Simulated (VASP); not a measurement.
A run of VASP 6.6.1:

The input INCAR:

```
SYSTEM = TaSi2
PREC = Accurate
ENCUT = 520
EDIFF = 1E-6
ISMEAR = 0
SIGMA = 0.1
LREAL = .FALSE.
LASPH = .TRUE.
NELM = 100
ALGO = Normal
ISIF = 2
LWAVE = .FALSE.
LCHARG = .FALSE.
GGA = PE
NBANDS = 28
```

File KPOINTS:

```
regular mesh
0
G
  6 6 6
  0 0 0
```

POSCAR

```
TaSi2
1.0
   -1.6915521131      1.6915521131      8.4411355903
    1.6915521131     -1.6915521131      8.4411355903
    1.6915521131      1.6915521131     -8.4411355903
Ta Si
2 4
Direct
    0.0000000000      0.0000000000      0.0000000000
    0.7500000000      0.2500000000      0.5000000000
    0.4256143545      0.4256143545      0.0000000000
    0.1756143545      0.6756143545      0.5000000000
    0.3243856455      0.8243856455      0.5000000000
    0.5743856455      0.5743856455      0.0000000000
```

Potentials or basis: VASP PAW PBE potentials, release 64 (Ta_pv, Si).

Launch:

```bash
$ cat potpaw_PBE.64/Ta_pv/POTCAR potpaw_PBE.64/Si/POTCAR > POTCAR
$ mpirun -np 1 vasp_std > vasp.out
```

Hardware: 1 thread of Intel(R) Xeon(R) Platinum 8488C (Sapphire Rapids) (shared host).

Question: How long does it take, and how much memory?

Answer: Run time: 9.8 min on 1 thread of Intel(R) Xeon(R) Platinum 8488C (Sapphire Rapids), with other jobs on the host, peak memory 0.67 GiB. Counts: scf iterations 14, k points 30.
